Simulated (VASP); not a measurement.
Crystal: La4HfO.

```
CELL_PARAMETERS angstrom
0.00000 4.14003 4.14003
4.14003 0.00000 4.14003
4.14003 4.14003 0.00000
ATOMIC_POSITIONS crystal
La 0.62532 0.62532 0.62532
La 0.62532 0.62532 0.12405
La 0.62532 0.12405 0.62532
La 0.12405 0.62532 0.62532
Hf 0.25000 0.25000 0.25000
O 0.00000 0.00000 0.00000
```

* Program: VASP 6.6.1
* Task: relaxation of cell and atoms
* Functional: PBE
* Potentials or basis: VASP PAW PBE potentials, release 64 (La, Hf_pv, O)
* Cutoff: 600 eV
* k mesh: 4 × 4 × 4
* Occupations: gaussian, width 0.1 eV
* Spin: no spin polarisation

At the start: pressure 12.6 GPa; volume 23.65 Å³/atom.

Q: Where does the relaxation end?

A: Over 3 steps the energy falls by 200.3 meV/atom and the volume is 29.91 Å³/atom (+26.4 %); space group F-43m (No. 216, to 0.05 Å).

Step by step:
```
step  energy change (eV)  largest force (eV/Å)  pressure (GPa)  volume (Å³)
   1              0.0000                0.2381           12.55       141.92
   2             -1.1949                0.0253           -0.60       183.49
   3             -1.2016                0.0195            0.08       179.43
```

Final structure:
```
La Hf O
1.0
     0.00000    4.47670    4.47670
     4.47670    0.00000    4.47670
     4.47670    4.47670    0.00000
La Hf O
4 1 1
Direct
  0.62458 0.62458 0.62458
  0.62458 0.62458 0.12625
  0.62458 0.12625 0.62458
  0.12625 0.62458 0.62458
  0.25000 0.25000 0.25000
  0.00000 0.00000 0.00000
```

Caveat: the volume moved by over 15 % at a fixed basis, so the end points are rough.
